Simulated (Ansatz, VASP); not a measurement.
One calculation of BeCdS4, two programs

File INCAR:

```
SYSTEM = BeCdS4
PREC     = Accurate       ! precision mode
ENCUT    = 520            ! plane-wave cutoff, eV
EDIFF    = 1E-7           ! SCF threshold, eV
ISMEAR   = 0              ! smearing method
SIGMA    = 0.1            ! smearing width, eV
LREAL    = .FALSE.        ! projectors in reciprocal space
LASPH    = .TRUE.         ! aspherical terms in the spheres
NELM     = 80             ! most SCF steps
ALGO     = Normal         ! electronic algorithm
ISIF     = 2              ! what is computed and relaxed
LWAVE    = .FALSE.        ! write WAVECAR
LCHARG   = .FALSE.        ! write CHGCAR
GGA      = PE             ! functional
NBANDS   = 50             ! bands
```

File KPOINTS:

```
Automatic mesh
0
G
  4 2 2
  0 0 0
```

File POSCAR:

```
BeCdS4
1.0
    5.6668167984      0.0000000000      0.0277470874
    0.0000000000      6.3403086302      0.0000000000
   -0.1115522114      0.0000000000      6.3511199187
Be Cd S
2 2 8
Direct
    0.4606907478      0.5566061857      0.3128848065
    0.5393092522      0.0566061857      0.6871151935
    0.9968505552      0.9911927940      0.2548629463
    0.0031494448      0.4911927940      0.7451370537
    0.4222668117      0.5983455697      0.6391765595
    0.5856276846      0.3593079483      0.8209390952
    0.1347880579      0.4202131702      0.1663653759
    0.8664555937      0.5740113480      0.3383644679
    0.8652119421      0.9202131702      0.8336346241
    0.1335444063      0.0740113480      0.6616355321
    0.5777331883      0.0983455697      0.3608234405
    0.4143723154      0.8593079483      0.1790609048
```

Input for Ansatz:

```yaml
crystal:
  lattice:
    - [5.6668167984, 0.0, 0.0277470874]
    - [0.0, 6.3403086302, 0.0]
    - [-0.1115522114, 0.0, 6.3511199187]
  atoms:
    - { symbol: Be, position: [0.4606907478, 0.5566061857, 0.3128848065] }
    - { symbol: Be, position: [0.5393092522, 0.0566061857, 0.6871151935] }
    - { symbol: Cd, position: [0.9968505552, 0.991192794, 0.2548629463] }
    - { symbol: Cd, position: [0.0031494448, 0.491192794, 0.7451370537] }
    - { symbol: S, position: [0.4222668117, 0.5983455697, 0.6391765595] }
    - { symbol: S, position: [0.5856276846, 0.3593079483, 0.8209390952] }
    - { symbol: S, position: [0.1347880579, 0.4202131702, 0.1663653759] }
    - { symbol: S, position: [0.8664555937, 0.574011348, 0.3383644679] }
    - { symbol: S, position: [0.8652119421, 0.9202131702, 0.8336346241] }
    - { symbol: S, position: [0.1335444063, 0.074011348, 0.6616355321] }
    - { symbol: S, position: [0.5777331883, 0.0983455697, 0.3608234405] }
    - { symbol: S, position: [0.4143723154, 0.8593079483, 0.1790609048] }
basis:
  ecutwfc: 420
kpoints:
  mp_grid: { grid: [4, 2, 2] }
hamiltonian:
  xc: pbe
scf:
  occupations: { method: gaussian, width: 0.1 }
  lower_state_search: "off"
output:
  forces: true
  stress: true
  eigenvalues: true
```

Alike in both runs: task single point; functional PBE; k mesh 4 × 2 × 2; occupations gaussian, width 0.1 eV; no spin polarisation.

|  | VASP | Ansatz |
| --- | --- | --- |
| version | VASP 6.6.1 | Ansatz 0.2.0 |
| potentials or method | VASP PAW PBE potentials, release 64 (Be, Cd, S), cutoff 520 eV | scalar-relativistic, plane waves, PAW |
| valence electrons in the cell | 76 | 92 |

Ansatz gave:

```
gap on the k mesh at the Fermi level (eV)                     : 1.73
least direct gap on the mesh (eV)                             : 1.76
pressure (GPa)                                                : 0.0
traceless stress, the component that is largest in VASP (GPa) : -0.08
rms of the force components (eV/Å)                            : 0.013
```

**Question.** Estimate VASP's values.

**Answer.** gap on the k mesh at the Fermi level (eV): 1.75; least direct gap on the mesh (eV): 1.79; pressure (GPa): 0.0; traceless stress, the component that is largest in VASP (GPa): -0.04; rms of the force components (eV/Å): 0.054.

Atom by atom the forces differ by 0.048 eV/Å (rms over components). The functional is the same, so the differences come from potentials, cutoffs and numerics. VASP's potentials hold 76 valence electrons a cell and Ansatz's 92, so a difference there can come from the potentials and not from the codes.

The k mesh is coarse, so the values compare programs but aren't converged.
